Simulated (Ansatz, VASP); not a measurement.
One calculation of AlRu, two programs

The input INCAR:

```
SYSTEM = AlRu
ALGO     = Normal         ! electronic algorithm
EDIFF    = 1E-8           ! SCF threshold, eV
ENCUT    = 520            ! plane-wave cutoff, eV
ISIF     = 2              ! what is computed and relaxed
ISMEAR   = -1             ! smearing method
LASPH    = .True.         ! aspherical terms in the spheres
LCHARG   = .False.        ! write CHGCAR
LEFG     = .True.       
LREAL    = .False.        ! projectors in reciprocal space
LWAVE    = .False.        ! write WAVECAR
NBANDS   = 16             ! bands
NELM     = 80             ! most SCF steps
PREC     = Accurate       ! precision mode
SIGMA    = 0.05           ! smearing width, eV
```

Contents of KPOINTS:

```
k-points
0
Gamma
  12 12 12
  0 0 0
```

POSCAR

```
AlRu
1.0
    2.9916000000      0.0000000000      0.0000000000
    0.0000000000      2.9916000000      0.0000000000
    0.0000000000      0.0000000000      2.9916000000
Al Ru
1 1
Direct
    0.0000000000      0.0000000000      0.0000000000
    0.5000000000      0.5000000000      0.5000000000
```

Input for Ansatz:

```yaml
crystal:
  lattice:
    - [2.9916, 0.0, 0.0]
    - [0.0, 2.9916, 0.0]
    - [0.0, 0.0, 2.9916]
  atoms:
    - { symbol: Al, position: [0.0, 0.0, 0.0] }
    - { symbol: Ru, position: [0.5, 0.5, 0.5] }
kpoints:
  mp_grid: { grid: [12, 12, 12] }
  band_path:
    path:
      - [0.0, 0.0, 0.0]
      - [0.0, 0.5, 0.0]
      - [0.5, 0.5, 0.0]
      - [0.0, 0.0, 0.0]
      - [0.5, 0.5, 0.5]
      - [0.0, 0.5, 0.0]
      - [0.5, 0.5, 0.5]
      - [0.5, 0.5, 0.0]
    npoints: 5
scf:
  occupations: { method: fermi_dirac, width: 0.05 }
hamiltonian:
  xc: lda
  pseudopotentials: { kind: paw }
output:
  forces: true
  stress: true
  eigenvalues: true
  efg: { contact_densities: true }
```

Alike in both runs: task electric field gradients; functional LDA; k mesh 12 × 12 × 12; occupations fermi-dirac, width 0.05 eV; no spin polarisation.

|  | VASP | Ansatz |
| --- | --- | --- |
| version | VASP 6.6.1 | Ansatz 0.2.0 |
| potentials or method | VASP PAW LDA potentials, release 64 (Al, Ru_pv) | PAW with Ansatz's default frozen-core files, scalar-relativistic |
| plane-wave cutoff (eV) | 520 | 420 |
| valence electrons in the cell | 17 | 19 |

VASP gave:

* pressure (GPa): -7.7

Task: Which values does Ansatz return?

Result: Pressure (GPa): -8.2.

LDA's correlation is that of Perdew and Zunger in VASP and of Perdew and Wang (1992) in Ansatz. VASP's potentials hold 17 valence electrons a cell and Ansatz's 19, so a difference there can come from the potentials and not from the codes.
